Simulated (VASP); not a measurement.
# Mg3Sb2 (P-3m1) in VASP: a series of runs

The runs below take Mg3Sb2 through single point, relaxation of cell and atoms, with PBE0, HSE06, r2SCAN, PBE.

Everything below comes from runs of VASP 6.6.1. Logs are shortened: lines on timing, memory, paths and dates and some standing lists are left out, and cuts for length are marked.

## (1) The cell of the first run

The structure is trigonal, space group P-3m1 (No. 164). Conventional cell: a = 4.570 Å, b = 4.570 Å, c = 7.240 Å, α = 90.00°, β = 90.00°, γ = 120.00°. Mg (site symmetry 3m) has 4 Sb at 2.82 to 2.93 Å and 6 Mg at 3.27 to 3.74 Å within 3.8 Å. Within 4.1 Å of Mg (site symmetry -3m) lie 6 Sb at 3.12 Å and 6 Mg at 3.74 Å. Sb (site symmetry 3m) has 7 Mg at 2.82 to 3.12 Å within 3.7 Å.

## (2) Single point, PBE0

The input, POSCAR:

```
Mg3Sb2
1.0
    4.5696659248      0.0000000000      0.0000000000
   -2.2848329624      3.9574467777      0.0000000000
    0.0000000000      0.0000000000      7.2399975018
Mg Sb
3 2
Direct
    0.3333333333      0.6666666667      0.6336571752
    0.6666666667      0.3333333333      0.3663428248
    0.0000000000      0.0000000000      0.0000000000
    0.3333333333      0.6666666667      0.2287531118
    0.6666666667      0.3333333333      0.7712468882
```

The input, INCAR.step1:

```
SYSTEM = Mg3Sb2
ALGO = Normal
EDIFF = 1E-5
ENCUT = 520
GGA = PE
GGA_COMPAT = .FALSE.
ISIF = 2
ISMEAR = 0
LASPH = .TRUE.
LREAL = .FALSE.
LWAVE = .TRUE.
NBANDS = 16
NELM = 120
PREC = Accurate
SIGMA = 0.01
```

The input, INCAR.step2:

```
SYSTEM = Mg3Sb2
AEXX = 0.25
ALGO = Normal
EDIFF = 1E-6
ENCUT = 520
GGA = PE
GGA_COMPAT = .FALSE.
ISIF = 2
ISMEAR = 0
ISTART = 1
LASPH = .TRUE.
LCHARG = .TRUE.
LELF = .TRUE.
LHFCALC = .TRUE.
LREAL = .FALSE.
LVHAR = .TRUE.
LWAVE = .FALSE.
NBANDS = 16
NELM = 120
PREC = Accurate
PRECFOCK = Normal
SIGMA = 0.01
```

The input, KPOINTS:

```
k-points
0
G
  6 6 2
  0 0 0
```

Potentials or basis: VASP PAW PBE potentials, release 64 (Mg, Sb).

On the command line:

```sh
cat potpaw_PBE.64/Mg/POTCAR potpaw_PBE.64/Sb/POTCAR > POTCAR
cp INCAR.step1 INCAR
mpirun -np 1 vasp_std > vasp.out
cp INCAR.step2 INCAR
mpirun -np 1 vasp_std > vasp.out
```

OUTCAR:

```text
SYSTEM = Mg3Sb2
   AEXX = 0.25
   EDIFF = 1E-6
   ENCUT = 520
   GGA = PE
   ISIF = 2
   ISMEAR = 0
   ISTART = 1
   LASPH = .TRUE.
   LHFCALC = .TRUE.
   LREAL = .FALSE.
   NELM = 120
   PREC = Accurate
   PRECFOCK = Normal

 ion  position               nearest neighbor table
   1  0.333  0.667  0.634-   5 2.82   5 2.82   5 2.82   4 2.93   2 3.27   2 3.27   2 3.27
   2  0.667  0.333  0.366-   4 2.82   4 2.82   4 2.82   5 2.93   1 3.27   1 3.27   1 3.27
   3  0.000  0.000  0.000-   4 3.12   5 3.12   5 3.12   4 3.12   5 3.12   4 3.12
   4  0.333  0.667  0.229-   2 2.82   2 2.82   2 2.82   1 2.93   3 3.12   3 3.12   3 3.12
   5  0.667  0.333  0.771-   1 2.82   1 2.82   1 2.82   2 2.93   3 3.12   3 3.12   3 3.12

  LATTYP: Found a hexagonal cell.
 ALAT       =     4.5696659248
 C/A-ratio  =     1.5843603495

  Lattice vectors:

 A1 = (   4.5696659248,   0.0000000000,   0.0000000000)
 A2 = (  -2.2848329624,   3.9574467777,   0.0000000000)
 A3 = (   0.0000000000,   0.0000000000,   7.2399975018)

Analysis of symmetry for initial positions (statically):
=====================================================================
 Subroutine PRICEL returns:
 Original cell was already a primitive cell.

 Routine SETGRP: Setting up the symmetry group for a
 hexagonal supercell.

 Subroutine GETGRP returns: Found 12 space group operations
 (whereof 12 operations were pure point group operations)
 out of a pool of 24 trial point group operations.

The static configuration has the point symmetry D_3d.

Analysis of symmetry for dynamics (positions and initial velocities):
=====================================================================
 Subroutine PRICEL returns:
 Original cell was already a primitive cell.

 Routine SETGRP: Setting up the symmetry group for a
 hexagonal supercell.

 Subroutine GETGRP returns: Found 12 space group operations
 (whereof 12 operations were pure point group operations)
 out of a pool of 24 trial point group operations.

The dynamic configuration has the point symmetry D_3d.

 Subroutine INISYM returns: Found 12 space group operations
 (whereof 12 operations are pure point group operations),
 and found     1 'primitive' translations

----------------------------------------------------------------------------------------

                                     Primitive cell

  volume of cell :     130.9296

  direct lattice vectors                    reciprocal lattice vectors
     4.569665925  0.000000000  0.000000000     0.218834378  0.126344087  0.000000000
    -2.284832962  3.957446778  0.000000000     0.000000000  0.252688174  0.000000000
     0.000000000  0.000000000  7.239997502     0.000000000  0.000000000  0.138121595

  length of vectors
     4.569665925  4.569665925  7.239997502     0.252688174  0.252688174  0.138121595

  position of ions in fractional coordinates (direct lattice)
     0.333333333  0.666666667  0.633657175
     0.666666667  0.333333333  0.366342825
     0.000000000  0.000000000  0.000000000
     0.333333333  0.666666667  0.228753112
     0.666666667  0.333333333  0.771246888

  ion indices of the primitive-cell ions
   primitive index   ion index
                 1           1
                 2           2
                 3           3
                 4           4
                 5           5

----------------------------------------------------------------------------------------

 KPOINTS: k-points

Automatic generation of k-mesh.
 Grid dimensions read from file:
 generate k-points for:    6    6    2

 Generating k-lattice:

  Cartesian coordinates                     Fractional coordinates (reciprocal lattice)
     0.036472396  0.021057348  0.000000000     0.166666667  0.000000000  0.000000000
     0.000000000  0.042114696  0.000000000     0.000000000  0.166666667  0.000000000
     0.000000000  0.000000000  0.069060797     0.000000000  0.000000000  0.500000000

  Length of vectors
     0.042114696  0.042114696  0.069060797

  Shift w.r.t. Gamma in fractional coordinates (k-lattice)
     0.000000000  0.000000000  0.000000000

 Subroutine IBZKPT returns following result:
 ===========================================

 Found     14 irreducible k-points:

 Following reciprocal coordinates:
            Coordinates               Weight
  0.000000  0.000000  0.000000      1.000000
  0.166667  0.000000  0.000000      6.000000
  0.333333  0.000000  0.000000      6.000000
  0.500000  0.000000  0.000000      3.000000
  0.166667  0.166667  0.000000      6.000000
  0.333333  0.166667  0.000000     12.000000
  0.333333  0.333333  0.000000      2.000000
  0.000000  0.000000  0.500000      1.000000
  0.166667  0.000000  0.500000      6.000000
  0.333333  0.000000  0.500000      6.000000
  0.500000  0.000000  0.500000      3.000000
  0.166667  0.166667  0.500000      6.000000
  0.333333  0.166667  0.500000     12.000000
  0.333333  0.333333  0.500000      2.000000
   k-points           NKPTS =     14   k-points in BZ     NKDIM =     72   number of bands    NBANDS=     16
   number of dos      NEDOS =    301   number of ions     NIONS =      5
   total plane-waves  NPLWV =  69984
   dimension x,y,z NGX =    36 NGY =   36 NGZ =   54
   dimension x,y,z NGXF=    72 NGYF=   72 NGZF=  108
   ions per type =               3   2
   NGX,Y,Z   is equivalent  to a cutoff of  13.10, 13.10, 12.40 a.u.
   NGXF,Y,Z  is equivalent  to a cutoff of  26.19, 26.19, 24.80 a.u.
 SYSTEM =  Mg3Sb2
   PREC   = accura    normal or accurate (medium, high low for compatibility)
   ISTART =      1    job   : 0-new  1-cont  2-samecut
   ICHARG =      0    charge: 1-file 2-atom 10-const
   ISPIN  =      1    spin polarized calculation?
   LNONCOLLINEAR =      F non collinear calculations
   LSORBIT =      F    spin-orbit coupling
   LASPH  =      T    aspherical Exc in radial PAW
   ENCUT  =  520.0 eV  38.22 Ry    6.18 a.u.   8.50  8.50 13.46*2*pi/ulx,y,z
   NELM   =    120;   NELMIN=  2; NELMDL=  0     # of ELM steps
   EDIFF  = 0.1E-05   stopping-criterion for ELM
   LREAL  =      F    real-space projection
   EDIFFG = 0.1E-04   stopping-criterion for IOM
   NSW    =      0    number of steps for IOM
   IBRION =     -1    ionic relax: 0-MD 1-quasi-New 2-CG
   NFREE  =      0    steps in history (QN), initial steepest desc. (CG)
   ISIF   =      2    stress and relaxation
   ISYM   =      3    0-nonsym 1-usesym 2-fastsym
   POTIM  = 0.5000    time-step for ionic-motion
   TEBEG  =    0.0;   TEEND  =   0.0 temperature during run
   PSTRESS=    0.0 pullay stress
   NELECT =      16.0000    total number of electrons
   NUPDOWN=      -1.0000    fix difference up-down
   EMIN   =  10.00;   EMAX   =-10.00  energy-range for DOS
   EFERMI =   0.00;   METHOD = LEGACY
   ISMEAR =     0;   SIGMA  =   0.01  broadening in eV -4-tet -1-fermi 0-gaus
   EFERMI_NEDOS =   21; number of points for ismear=-14 and -15
   IALGO  =     38    algorithm
   IMIX   =      1    mixing-type and parameters
     AMIX     =   0.40;   BMIX     =  1.00
     AMIX_MAG =   1.60;   BMIX_MAG =  1.00
  volume/ion in A,a.u.               =      26.19       176.71
  Fermi-wavevector in a.u.,A,eV,Ry     =   0.812398  1.535210  8.979716  0.659990
  Thomas-Fermi vector in A             =   1.921933
   LORBIT       =      0    0 simple, 1 ext, 2 COOP (PROOUT), +10 PAW based schemes
   GGA     = PE    functional components
   LHFCALC =     T    Hartree Fock is set to
   PRECFOCK=normal    Normal, Fast or Accurate (Low or Medium for compatibility)
   ENCUT4O =  -1.0   cutoff for four orbital integrals eV
   NKREDX  =     1    reduce k-point grid by
   NKREDY  =     1    reduce k-point grid by
   NKREDZ  =     1    reduce k-point grid by
   AEXX    =    0.2500 exact exchange contribution
   HFSCREEN=    0.0000 screening length (either q_TF or 0.3 A-1)
   HFSCREENC=   0.0000 screening length for correlation (either q_TF or 0.3 A-1)
   ENCUTFOCK=  -1.0 apply spherical cutoff to Coloumb kernel
   IVDW    =     0    specifies the selected vdW correction
   LEPSILON=     F    determine dielectric tensor
   LRPA    =     F    only Hartree local field effects (RPA)
 non-spin polarized calculation
 Gauss-broadening in eV      SIGMA  =   0.01
  energy-cutoff  :      520.00
  volume of cell :      130.93
 maximum number of plane-waves:      3590
 NGX is ok and might be reduce to    36
  NGX = 28; NGY = 28; NGZ = 42

 number of electron      15.9999999 magnetization

 Free energy of the ion-electron system (eV)
  ---------------------------------------------------
  ext. energy  EPLUGINS =         0.00000000
  ---------------------------------------------------
  free energy    TOTEN  =       -18.42877856 eV

  energy without entropy =      -18.42877856  energy(sigma->0) =      -18.42877856

 E-fermi :   3.8753     XC(G=0):  -6.9609

 val. band max:        3.7932999342   @ k =   0.0000   0.0000   0.0000
 cond. band min:       5.1379918348   @ k =   0.3333   0.3333   0.0000
 fundamental gap:      1.3446919006
 Fermi energy:         3.8753245116

 k-point     1 :       0.0000    0.0000    0.0000
  band No.  band energies     occupation
      1      -7.6538      2.00000
      2      -6.2398      2.00000
      3      -1.7241      2.00000
      4       2.5844      2.00000
      5       2.5844      2.00000
      6       3.3664      2.00000
[... 8 lines left out ...]
     15       9.2699      0.00000
     16      10.2367      0.00000

 k-point     2 :       0.1667    0.0000    0.0000
  band No.  band energies     occupation
      1      -7.4394      2.00000
      2      -6.1141      2.00000
      3      -1.4493      2.00000
      4       1.0731      2.00000
      5       2.0075      2.00000
      6       2.0916      2.00000
[... 8 lines left out ...]
     15       9.2704      0.00000
     16       9.8310      0.00000
[... 197 lines left out ...]
      5       0.5588      2.00000
      6       0.9091      2.00000
[... 8 lines left out ...]
     15      10.8944      0.00000
     16      11.0075      0.00000

 k-point    14 :       0.3333    0.3333    0.5000
  band No.  band energies     occupation
      1      -5.9948      2.00000
      2      -5.9948      2.00000
      3      -1.0139      2.00000
      4      -1.0139      2.00000
      5      -0.6106      2.00000
      6       0.0532      2.00000
[... 8 lines left out ...]
     15      10.4465      0.00000
     16      10.7336      0.00000

------------------------ aborting loop because EDIFF is reached ----------------------------------------

  FORCE on cell =-STRESS in cart. coord.  units (eV):
  Direction    XX          YY          ZZ          XY          YZ          ZX
  --------------------------------------------------------------------------------------
  -------------------------------------------------------------------------------------
  Total       -0.6078410     -0.6078410     -0.4936866     -0.0000000      0.0000000     -0.0000000
  in kB       -7.4381108     -7.4381108     -6.0412103     -0.0000000      0.0000000     -0.0000000
  external PRESSURE =      -6.9724773 kB  Pullay stress =       0.0000000 kB

 VOLUME and BASIS-vectors are now :
 -----------------------------------------------------------------------------
  energy-cutoff  :      520.00
  volume of cell :      130.93
      direct lattice vectors                 reciprocal lattice vectors
     4.569665925  0.000000000  0.000000000     0.218834378  0.126344087  0.000000000
    -2.284832962  3.957446778  0.000000000     0.000000000  0.252688174  0.000000000
     0.000000000  0.000000000  7.239997502     0.000000000  0.000000000  0.138121595

 POSITION                                       TOTAL-FORCE (eV/Angst)
 -----------------------------------------------------------------------------------
     -0.00000      2.63830      4.58768        -0.000000     -0.000000      0.022783
      2.28483      1.31915      2.65232        -0.000000     -0.000000     -0.022783
      0.00000      0.00000      0.00000        -0.000000     -0.000000      0.000000
     -0.00000      2.63830      1.65617         0.000000      0.000000     -0.028565
      2.28483      1.31915      5.58383        -0.000000      0.000000      0.028565
 -----------------------------------------------------------------------------------
    total drift:                                0.000000     -0.000000      0.000000

  FREE ENERGIE OF THE ION-ELECTRON SYSTEM (eV)
  ---------------------------------------------------
  free  energy   TOTEN  =       -18.4287785613 eV

  energy  without entropy=      -18.4287785613  energy(sigma->0) =      -18.42877856
```

It took 29 min on 1 thread of AMD EPYC 7R43 (Zen 3), shared host; peak memory 0.27 GiB.

What came out:

```yaml
Free_energy: -18.4288 eV
Pressure: -0.7 GPa
Largest_force: 0.029 eV/Å
Band_gap_on_the_k_mesh: 1.34 eV (least direct gap 2.40 eV)
```

Forces on the atoms (eV/Å):
```
Mg   0.000  0.000  0.023
Mg   0.000  0.000 -0.023
Mg   0.000  0.000  0.000
Sb   0.000  0.000 -0.029
Sb   0.000  0.000  0.029
```

Levels at points of the mesh, in eV from the valence-band top:
| k point | band 5 | band 6 | band 7 | band 8 | band 9 | band 10 | band 11 | band 12 |
| --- | --- | --- | --- | --- | --- | --- | --- | --- |
| (0.00, 0.00, 0.00) | -1.21 | -0.43 | -0.43 | 0.00 | 2.40 | 2.48 | 4.36 | 4.36 |
| (0.50, 0.00, 0.00) | -3.61 | -2.55 | -2.36 | -1.01 | 1.53 | 3.23 | 3.34 | 4.13 |
| (0.00, 0.00, 0.50) | -0.88 | -0.88 | -0.78 | -0.78 | 3.04 | 3.18 | 4.01 | 4.01 |
| (0.50, 0.00, 0.50) | -2.03 | -1.84 | -1.80 | -1.69 | 1.58 | 2.50 | 2.98 | 3.45 |

Caveat: the k points lie up to 0.43 Å⁻¹ apart; the PAW data sets were made with another functional, which shifts forces and pressure a little; spin-orbit coupling is left out, which moves the levels of the heavy elements.

## (3) Single point, HSE06

POSCAR is that of step 2.

The input, INCAR.step1:

```
SYSTEM = Mg3Sb2
  PREC = Accurate
  ENCUT = 520
  EDIFF = 1E-5
  ISMEAR = 0
  SIGMA = 0.01
  LREAL = .False.
  LASPH = .True.
  NELM = 120
  ALGO = Normal
  ISIF = 2
  LWAVE = .True.
  LCHARG = .False.
  NBANDS = 16
  GGA = PE
  GGA_COMPAT = .False.
```

The input, INCAR.step2:

```
SYSTEM = Mg3Sb2
  PREC = Accurate
  ENCUT = 520
  EDIFF = 1E-6
  ISMEAR = 0
  SIGMA = 0.01
  LREAL = .False.
  LASPH = .True.
  NELM = 120
  ALGO = Normal
  ISIF = 2
  LWAVE = .False.
  LCHARG = .False.
  GGA = PE
  LHFCALC = .True.
  HFSCREEN = 0.2079
  PRECFOCK = Normal
  NBANDS = 16
  ISTART = 1
  GGA_COMPAT = .False.
```

The input, KPOINTS:

```
Automatic mesh
0
Gamma
  6 6 2
  0 0 0
```

Potentials or basis: VASP PAW PBE potentials, release 64 (Mg, Sb).

On the command line:

```sh
cat potpaw_PBE.64/Mg/POTCAR potpaw_PBE.64/Sb/POTCAR > POTCAR
cp INCAR.step1 INCAR
mpirun -np 1 vasp_std > vasp.out
cp INCAR.step2 INCAR
mpirun -np 1 vasp_std > vasp.out
```

Wall time 63 min (1 thread of Intel Xeon 8259CL, shared host); peak memory 0.36 GiB.

It converged, with:

* Free energy: -17.2144 eV
* Pressure: -0.6 GPa
* Largest force: 0.033 eV/Å
* Band gap on the k mesh: 0.71 eV (least direct gap 1.78 eV)

Forces in eV/Å, atoms in the order of the input:
```
Mg   0.000  0.000  0.025
Mg   0.000  0.000 -0.025
Mg   0.000  0.000  0.000
Sb   0.000  0.000 -0.033
Sb   0.000  0.000  0.033
```

Stress tensor (GPa, compression positive):
```
-0.64  0.00  0.00
 0.00 -0.64  0.00
 0.00  0.00 -0.56
```

Levels at points of the mesh, in eV from the valence-band top:
```csv
k point,band 5,band 6,band 7,band 8,band 9,band 10,band 11,band 12
"(0.00, 0.00, 0.00)",-1.21,-0.43,-0.43,0.00,1.78,1.84,3.69,3.69
"(0.50, 0.00, 0.00)",-3.54,-2.52,-2.32,-1.00,0.89,2.58,2.67,3.45
"(0.00, 0.00, 0.50)",-0.88,-0.88,-0.79,-0.79,2.40,2.53,3.34,3.34
"(0.50, 0.00, 0.50)",-2.01,-1.82,-1.77,-1.66,0.94,1.85,2.31,2.78
```

Caveat: the k points lie up to 0.43 Å⁻¹ apart; the PAW data sets were made with another functional, which shifts forces and pressure a little; spin-orbit coupling is left out, which moves the levels of the heavy elements. A k mesh can miss the band edges.

[end of part 1 of 2]
